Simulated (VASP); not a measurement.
# NbP (P6_3/mmc) in VASP: settings compared, part 2 of 2

VASP 6.6.1. Earlier steps stand in the parts before.

## (3) Relaxation of shape and atoms at fixed volume, PBE (17.59 Å³/atom)

This run uses another cell than the first one, of 17.59 Å³/atom.

Contents of INCAR:

```
SYSTEM = NbP
ALGO = Normal ; EDIFF = 1E-7
EDIFFG = -0.01 ; ENCUT = 500
GGA = PE ; GGA_COMPAT = .False.
IBRION = 2 ; ISIF = 4
ISMEAR = 0 ; LASPH = .True.
LCHARG = .False. ; LREAL = .False.
LWAVE = .False. ; NELM = 120
NELMIN = 4 ; NSW = 60
PREC = Accurate ; SIGMA = 0.05
```

Contents of KPOINTS:

```
k-points
0
Gamma
  10 10 8
  0 0 0
```

Contents of POSCAR:

```
NbP
1.0
    3.4464585581      0.0000000000      0.0000000000
   -1.7232292790      2.9847206644      0.0000000000
    0.0000000000      0.0000000000      6.8404967588
Nb P
2 2
Direct
    0.0000000000      0.0000000000      0.0000000000
    0.0000000000      0.0000000000      0.5000000000
    0.3333333333      0.6666666667      0.2500000000
    0.6666666667      0.3333333333      0.7500000000
```

Potentials or basis: VASP PAW PBE potentials, release 64 (Nb_sv, P).

The run is started by

```
$ cat potpaw_PBE.64/Nb_sv/POTCAR potpaw_PBE.64/P/POTCAR > POTCAR
$ mpirun -np 1 vasp_std > vasp.out
```

OUTCAR:

```text
SYSTEM = NbP
   EDIFF = 1E-7
   EDIFFG = -0.01
   ENCUT = 500
   GGA = PE
   IBRION = 2
   ISIF = 4
   ISMEAR = 0
   LASPH = .True.
   LREAL = .False.
   NELM = 120
   NELMIN = 4
   NSW = 60
   PREC = Accurate

 ion  position               nearest neighbor table
   1  0.000  0.000  0.000-   3 2.62   4 2.62   3 2.62   4 2.62   4 2.62   3 2.62
   2  0.000  0.000  0.500-   3 2.62   4 2.62   3 2.62   4 2.62   4 2.62   3 2.62
   3  0.333  0.667  0.250-   1 2.62   2 2.62   1 2.62   2 2.62   1 2.62   2 2.62
   4  0.667  0.333  0.750-   1 2.62   2 2.62   1 2.62   2 2.62   1 2.62   2 2.62

  LATTYP: Found a hexagonal cell.
 ALAT       =     3.4464585581
 C/A-ratio  =     1.9847900805

  Lattice vectors:

 A1 = (   3.4464585581,   0.0000000000,   0.0000000000)
 A2 = (  -1.7232292790,   2.9847206644,   0.0000000000)
 A3 = (   0.0000000000,   0.0000000000,   6.8404967588)

Analysis of symmetry for initial positions (statically):
=====================================================================
 Subroutine PRICEL returns:
 Original cell was already a primitive cell.

 Routine SETGRP: Setting up the symmetry group for a
 hexagonal supercell.

 Subroutine GETGRP returns: Found 24 space group operations
 (whereof 12 operations were pure point group operations)
 out of a pool of 24 trial point group operations.

The static configuration has the point symmetry D_3d.
 The point group associated with its full space group is D_6h.

Analysis of symmetry for dynamics (positions and initial velocities):
=====================================================================
 Subroutine PRICEL returns:
 Original cell was already a primitive cell.

 Routine SETGRP: Setting up the symmetry group for a
 hexagonal supercell.

 Subroutine GETGRP returns: Found 24 space group operations
 (whereof 12 operations were pure point group operations)
 out of a pool of 24 trial point group operations.

The dynamic configuration has the point symmetry D_3d.
 The point group associated with its full space group is D_6h.

 Subroutine INISYM returns: Found 24 space group operations
 (whereof 12 operations are pure point group operations),
 and found     1 'primitive' translations

----------------------------------------------------------------------------------------

                                     Primitive cell

  volume of cell :      70.3662

  direct lattice vectors                    reciprocal lattice vectors
     3.446458558  0.000000000  0.000000000     0.290152916  0.167519864  0.000000000
    -1.723229279  2.984720664  0.000000000     0.000000000  0.335039728  0.000000000
     0.000000000  0.000000000  6.840496759     0.000000000  0.000000000  0.146188213

  length of vectors
     3.446458558  3.446458558  6.840496759     0.335039728  0.335039728  0.146188213

  position of ions in fractional coordinates (direct lattice)
     0.000000000  0.000000000  0.000000000
     0.000000000  0.000000000  0.500000000
     0.333333333  0.666666667  0.250000000
     0.666666667  0.333333333  0.750000000

  ion indices of the primitive-cell ions
   primitive index   ion index
                 1           1
                 2           2
                 3           3
                 4           4

[... 53 lines left out ...]
   k-points           NKPTS =     70   k-points in BZ     NKDIM =     70   number of bands    NBANDS=     22
   number of dos      NEDOS =    301   number of ions     NIONS =      4
   total plane-waves  NPLWV =  39200
   dimension x,y,z NGX =    28 NGY =   28 NGZ =   50
   dimension x,y,z NGXF=    56 NGYF=   56 NGZF=  100
   ions per type =               2   2
   NGX,Y,Z   is equivalent  to a cutoff of  13.51, 13.51, 12.15 a.u.
   NGXF,Y,Z  is equivalent  to a cutoff of  27.01, 27.01, 24.30 a.u.
 SYSTEM =  NbP
   PREC   = accura    normal or accurate (medium, high low for compatibility)
   ISTART =      0    job   : 0-new  1-cont  2-samecut
   ICHARG =      2    charge: 1-file 2-atom 10-const
   ISPIN  =      1    spin polarized calculation?
   LNONCOLLINEAR =      F non collinear calculations
   LSORBIT =      F    spin-orbit coupling
   LASPH  =      T    aspherical Exc in radial PAW
   ENCUT  =  500.0 eV  36.75 Ry    6.06 a.u.   6.28  6.28 12.47*2*pi/ulx,y,z
   NELM   =    120;   NELMIN=  4; NELMDL= -5     # of ELM steps
   EDIFF  = 0.1E-06   stopping-criterion for ELM
   LREAL  =      F    real-space projection
   EDIFFG = -.1E-01   stopping-criterion for IOM
   NSW    =     60    number of steps for IOM
   IBRION =      2    ionic relax: 0-MD 1-quasi-New 2-CG
   NFREE  =      1    steps in history (QN), initial steepest desc. (CG)
   ISIF   =      4    stress and relaxation
   ISYM   =      2    0-nonsym 1-usesym 2-fastsym
   POTIM  = 0.5000    time-step for ionic-motion
   TEBEG  =    0.0;   TEEND  =   0.0 temperature during run
   PSTRESS=    0.0 pullay stress
   NELECT =      36.0000    total number of electrons
   NUPDOWN=      -1.0000    fix difference up-down
   EMIN   =  10.00;   EMAX   =-10.00  energy-range for DOS
   EFERMI =   0.00;   METHOD = LEGACY
   ISMEAR =     0;   SIGMA  =   0.05  broadening in eV -4-tet -1-fermi 0-gaus
   EFERMI_NEDOS =   21; number of points for ismear=-14 and -15
   IALGO  =     38    algorithm
   IMIX   =      4    mixing-type and parameters
     AMIX     =   0.40;   BMIX     =  1.00
     AMIX_MAG =   1.60;   BMIX_MAG =  1.00
  volume/ion in A,a.u.               =      17.59       118.71
  Fermi-wavevector in a.u.,A,eV,Ry     =   1.309345  2.474304 23.325626  1.714385
  Thomas-Fermi vector in A             =   2.439950
   LORBIT       =      0    0 simple, 1 ext, 2 COOP (PROOUT), +10 PAW based schemes
   GGA     = PE    functional components
   LHFCALC =     F    Hartree Fock is set to
   AEXX    =    0.0000 exact exchange contribution
   IVDW    =     0    specifies the selected vdW correction
   LEPSILON=     F    determine dielectric tensor
   LRPA    =     F    only Hartree local field effects (RPA)
 conjugate gradient relaxation of ions
 non-spin polarized calculation
 Gauss-broadening in eV      SIGMA  =   0.05
  energy-cutoff  :      500.00
  volume of cell :       70.37
 maximum number of plane-waves:      1801
 NGX is ok and might be reduce to    28
   NGX = 13   NGY = 13   NGZ = 25

--------------------------------------- Ionic step        1  -------------------------------------------

 number of electron      35.9999999 magnetization

 Free energy of the ion-electron system (eV)
  ---------------------------------------------------
  ext. energy  EPLUGINS =         0.00000000
  ---------------------------------------------------
  free energy    TOTEN  =       -34.77236229 eV

  energy without entropy =      -34.76932918  energy(sigma->0) =      -34.77084573

------------------------ aborting loop because EDIFF is reached ----------------------------------------

  FORCE on cell =-STRESS in cart. coord.  units (eV):
  Direction    XX          YY          ZZ          XY          YZ          ZX
  --------------------------------------------------------------------------------------
  -------------------------------------------------------------------------------------
  Total       -6.1108216     -6.1108216     -6.6573463     -0.0000000      0.0000000      0.0000000
  in kB     -139.1380112   -139.1380112   -151.5818975     -0.0000000      0.0000000      0.0000000
  external PRESSURE =    -143.2859733 kB  Pullay stress =       0.0000000 kB
[... 63 lines left out ...]
--------------------------------------- Ionic step        3  -------------------------------------------

 number of electron      35.9999997 magnetization

 Free energy of the ion-electron system (eV)
  ---------------------------------------------------
  ext. energy  EPLUGINS =         0.00000000
  ---------------------------------------------------
  free energy    TOTEN  =       -34.77386241 eV

  energy without entropy =      -34.77102296  energy(sigma->0) =      -34.77244268

 E-fermi :   9.5097     XC(G=0): -11.5508

 val. band max:        9.4993495289   @ k =   0.1000   0.0000   0.5000
 cond. band min:       9.5221018801   @ k =   0.1000   0.0000   0.2500
 fundamental gap:      0.0227523512
 Fermi energy:         9.5097402600

 k-point     1 :       0.0000    0.0000    0.0000
  band No.  band energies     occupation
      1     -45.6994      2.00000
      2     -45.6855      2.00000
      3     -21.8828      2.00000
      4     -21.6594      2.00000
      5     -21.6478      2.00000
      6     -21.6478      2.00000
[... 589 lines left out ...]
     21      11.8478      0.00000
     22      12.1937      0.00000

 [... further k-points ...]

------------------------ aborting loop because EDIFF is reached ----------------------------------------

  FORCE on cell =-STRESS in cart. coord.  units (eV):
  Direction    XX          YY          ZZ          XY          YZ          ZX
  --------------------------------------------------------------------------------------
  -------------------------------------------------------------------------------------
  Total       -6.1940158     -6.1940158     -6.1965399     -0.0000000      0.0000000     -0.0000000
  in kB     -141.0322712   -141.0322712   -141.0897408     -0.0000000      0.0000000     -0.0000000
  external PRESSURE =    -141.0514277 kB  Pullay stress =       0.0000000 kB
[... 19 lines left out ...]
  FREE ENERGIE OF THE ION-ELECTRON SYSTEM (eV)
  ---------------------------------------------------
  free  energy   TOTEN  =       -34.7738624088 eV

  energy  without entropy=      -34.7710229572  energy(sigma->0) =      -34.77244268

 reached required accuracy - stopping structural energy minimisation
```

It took 4.2 min on 1 thread of Intel Xeon 8259CL, shared host; peak memory 0.25 GiB.

Results:

```
Free energy               : -34.7739 eV
Energy gained by relaxing : 0.4 meV/atom
Ionic steps               : 3
Pressure after relaxing   : -14.1 GPa
Band gap on the k mesh    : zero (bands 18 and 19 overlap by 0.45 eV)
```

Step by step:
| step | energy change (eV) | largest force (eV/Å) | pressure (GPa) | volume (Å³) |
| --- | --- | --- | --- | --- |
| 1 | 0.0000 | 0.0000 | -14.33 | 70.37 |
| 2 | -0.0014 | 0.0000 | -14.15 | 70.37 |
| 3 | -0.0015 | 0.0000 | -14.11 | 70.37 |

Final structure:
```yaml
crystal:
  lattice:
    - [3.45582, 0.00000, 0.00000]
    - [-1.72791, 2.99282, 0.00000]
    - [0.00000, 0.00000, 6.80350]
  atoms:
    - { symbol: Nb, position: [0.00000, 0.00000, 0.00000] }
    - { symbol: Nb, position: [0.00000, 0.00000, 0.50000] }
    - { symbol: P, position: [0.33333, 0.66667, 0.25000] }
    - { symbol: P, position: [0.66667, 0.33333, 0.75000] }
```

## (4) Single point, r2SCAN

This run uses another cell than the first one, of 15.99 Å³/atom.

Contents of POSCAR:

```
NbP
1.0
    3.3162886790      0.0000000000      0.0000000000
   -1.6581443395      2.8719902423      0.0000000000
    0.0000000000      0.0000000000      6.7163979592
Nb P
2 2
Direct
    0.0000000000      0.0000000000      0.0000000000
    0.0000000000      0.0000000000      0.5000000000
    0.3333333333      0.6666666667      0.2500000000
    0.6666666667      0.3333333333      0.7500000000
```

Contents of INCAR.step1:

```
SYSTEM = NbP
ALGO = Normal
EDIFF = 1E-5
ENCUT = 550
GGA = PE
GGA_COMPAT = .FALSE.
ISMEAR = 0
LASPH = .TRUE.
LCHARG = .FALSE.
LREAL = .FALSE.
LWAVE = .TRUE.
NBANDS = 26
NELM = 120
PREC = Accurate
SIGMA = 0.05
```

Contents of INCAR.step2:

```
SYSTEM = NbP
ALGO = Normal
EDIFF = 1E-6
ENCUT = 550
GGA_COMPAT = .FALSE.
ISIF = 2
ISMEAR = 0
ISTART = 1
LASPH = .TRUE.
LCHARG = .TRUE.
LELF = .TRUE.
LMIXTAU = .TRUE.
LREAL = .FALSE.
LVHAR = .TRUE.
LWAVE = .FALSE.
METAGGA = R2SCAN
NBANDS = 26
NELM = 120
PREC = Accurate
SIGMA = 0.05
```

Contents of KPOINTS:

```
k-points
0
G
  10 10 8
  0 0 0
```

The run is started by

```
$ cat potpaw_PBE.64/Nb_sv/POTCAR potpaw_PBE.64/P/POTCAR > POTCAR
$ cp INCAR.step1 INCAR
$ mpirun -np 1 vasp_std > vasp.out
$ cp INCAR.step2 INCAR
$ mpirun -np 1 vasp_std > vasp.out
```

Run time: 12 min. Hardware: 1 thread of Intel Xeon 8259CL, shared host; peak memory 0.28 GiB.

Results (log left out):

* Free energy: -71.7603 eV
* Pressure: -1.0 GPa
* Band gap on the k mesh: zero (bands 18 and 19 overlap by 0.49 eV)

Stress tensor (GPa, compression positive):
```
-0.33  0.00  0.00
 0.00 -0.33  0.00
 0.00  0.00 -2.35
```

Levels at points of the mesh, in eV from the Fermi level:
| k point | band 15 | band 16 | band 17 | band 18 | band 19 | band 20 | band 21 | band 22 |
| --- | --- | --- | --- | --- | --- | --- | --- | --- |
| (0.00, 0.00, 0.00) | -1.24 | -0.58 | -0.58 | -0.09 | -0.09 | 1.21 | 1.21 | 1.87 |
| (0.50, 0.00, 0.00) | -2.83 | -2.75 | -1.41 | -0.57 | 0.77 | 2.90 | 3.13 | 3.28 |
| (0.00, 0.00, 0.50) | -2.12 | -2.12 | 0.27 | 0.27 | 0.55 | 0.55 | 0.55 | 0.55 |
| (0.50, 0.00, 0.50) | -2.63 | -2.63 | -1.57 | -1.57 | 2.97 | 2.97 | 3.00 | 3.00 |

Caveat: the PAW data sets were made with another functional, which shifts forces and pressure a little.

## (5) Overview

| task | level | cell | cutoff (eV) | gap on the mesh (eV) | pressure (GPa) |
| --- | --- | --- | --- | --- | --- |
| relaxation of shape and atoms at fixed volume | PBE | relaxed from a = 3.406, b = 3.406, c = 6.814 Å, angles 90.0, 90.0, 120.0°, 4 atoms | 500 | none | -10.7 |
| relaxation of shape and atoms at fixed volume | PBE | relaxed from a = 3.446, b = 3.446, c = 6.840 Å, angles 90.0, 90.0, 120.0°, 4 atoms | 500 | none | -14.1 |
| single point | r2SCAN | a = 3.316, b = 3.316, c = 6.716 Å, angles 90.0, 90.0, 120.0°, 4 atoms | 550 | none | -1.0 |

Alike in all rows: potentials or basis VASP PAW PBE potentials, release 64 (Nb_sv, P); no spin polarisation; k mesh 10 × 10 × 8; smearing gaussian 0.05 eV.

Caveats: the PAW data sets were made with another functional, which shifts forces and pressure a little (at least some runs).

Absolute energies hang on the potentials; compare differences alone.
